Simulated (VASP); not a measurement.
GaSb, 2 atoms in the cell. It takes space group Immm (No. 71, orthorhombic). The conventional cell has a = 3.155 Å, b = 5.236 Å, c = 5.818 Å, α = 90.00°, β = 90.00°, γ = 90.00°. Within 3.8 Å of Ga (site symmetry mmm) lie 6 Sb at 2.91 to 3.06 Å and 2 Ga at 3.15 Å. Within 3.8 Å of Sb (site symmetry mmm) lie 6 Ga at 2.91 to 3.06 Å and 2 Sb at 3.15 Å. 

* Program: VASP 6.6.1
* Task: single point
* Functional: PBE
* Potentials or basis: VASP PAW PBE potentials, release 64 (Ga_d, Sb)
* Cutoff: 520 eV
* k mesh: 18 × 18 × 18
* Occupations: gaussian, width 0.15 eV
* Spin: no spin polarisation
* Dipole correction: no
* Further INCAR settings: ALGO = Normal; EDIFF = 1e-06; NBANDS = 16

Potentials or basis: VASP PAW PBE potentials, release 64 (Ga_d, Sb).

Run with:

```console
$ cat potpaw_PBE.64/Ga_d/POTCAR potpaw_PBE.64/Sb/POTCAR > POTCAR
$ mpirun -np 1 vasp_std > vasp.out
```

Hardware: 1 thread of AMD EPYC 7571, on a shared host.

Estimate the wall time of this run.

It took 14 min on 1 thread of AMD EPYC 7571, on a shared host, peak memory 0.71 GiB. Counts: scf iterations 11, k points 865.
